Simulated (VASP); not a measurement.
A run of VASP 6.6.1 is set up as follows.

File INCAR:

```
PREC = Accurate
ENCUT = 600
EDIFF = 1E-6
ISMEAR = 0
SIGMA = 0.05
LREAL = F
LASPH = T
NELM = 200
ALGO = Normal
ISIF = 2
LWAVE = F
LCHARG = T
ISPIN = 2
MAGMOM = 4.85 4.85 0.6 0.6
LORBIT = 11
NUPDOWN = 11.0
LMAXMIX = 4
LDAU = T
LDAUTYPE = 2
LDAUL = 2 -1
LDAUU = 6 0
LDAUJ = 0 0
LDAUPRINT = 1
GGA = CA
LELF = T
LVHAR = T
NBANDS = 31
GGA_COMPAT = F
```

Contents of KPOINTS:

```
Automatic mesh
0
Gamma
  7 7 7
```

POSCAR

```
MnO
1.0
    2.6723886600      0.0000000000      2.6723886600
    0.0000000000      2.6723886600      2.6723886600
    0.0000000000      0.0000000000      5.3447773200
Mn O
2 2
Direct
    0.0000000000      0.0000000000      0.0000000000
    0.0000000000      0.0000000000      0.5000000000
    0.5000000000      0.5000000000      0.7500000000
    0.5000000000      0.5000000000      0.2500000000
```

Potentials or basis: VASP PAW LDA potentials, release 64 (Mn_pv, O).

The run is started by

```bash
$ cat potpaw_LDA.64/Mn_pv/POTCAR potpaw_LDA.64/O/POTCAR > POTCAR
$ mpirun -np 1 vasp_std > vasp.out
```

**Question.** Predict the pressure.

**Answer.** 31.3 GPa.

Eigenvalues of the final occupation matrices:
```
    site  spin  trace               eigenvalues
site 1 d     1   4.79  0.94 0.94 0.97 0.97 0.97
site 1 d     2   0.19  0.02 0.02 0.05 0.05 0.05
site 2 d     1   4.79  0.94 0.94 0.97 0.97 0.97
site 2 d     2   0.19  0.02 0.02 0.05 0.05 0.05
```

Caveat: the total moment is fixed, so each spin has its own Fermi level. The state reached can hang on the start; a lower one may exist.
